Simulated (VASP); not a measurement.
A run of VASP 6.6.1:

The input INCAR:

```
PREC = Accurate
ENCUT = 600
EDIFF = 1E-6
ISMEAR = 0
SIGMA = 0.1
LREAL = False
LASPH = True
NELM = 60
ALGO = Fast
ISIF = 3
LWAVE = False
LCHARG = False
GGA = PE
IBRION = 2
NSW = 100
EDIFFG = -0.01
```

The input KPOINTS:

```
regular mesh
0
Gamma
  18 18 18
```

Contents of POSCAR:

```
Ir
1.0
    0.0000000000      2.7857345433      2.7857345433
    2.7857345433      0.0000000000      2.7857345433
    2.7857345433      2.7857345433      0.0000000000
Ir
2
Direct
    0.0000000000      0.0000000000      0.0000000000
    0.2500000000      0.2500000000      0.2500000000
```

Potentials or basis: VASP PAW PBE potentials, release 64 (Ir).

Launch:

```sh
$ cat potpaw_PBE.64/Ir/POTCAR > POTCAR
$ mpirun -np 1 vasp_std > vasp.out
```

Hardware: 1 thread of Intel(R) Xeon(R) 6975P-C (Granite Rapids) (shared host).

Question: How long does it take, and how much memory?

Answer: Wall time 100 s on 1 thread of Intel(R) Xeon(R) 6975P-C (Granite Rapids) (shared host), peak memory 0.28 GiB. Counts: scf iterations 31, k points 195, ion steps 3.
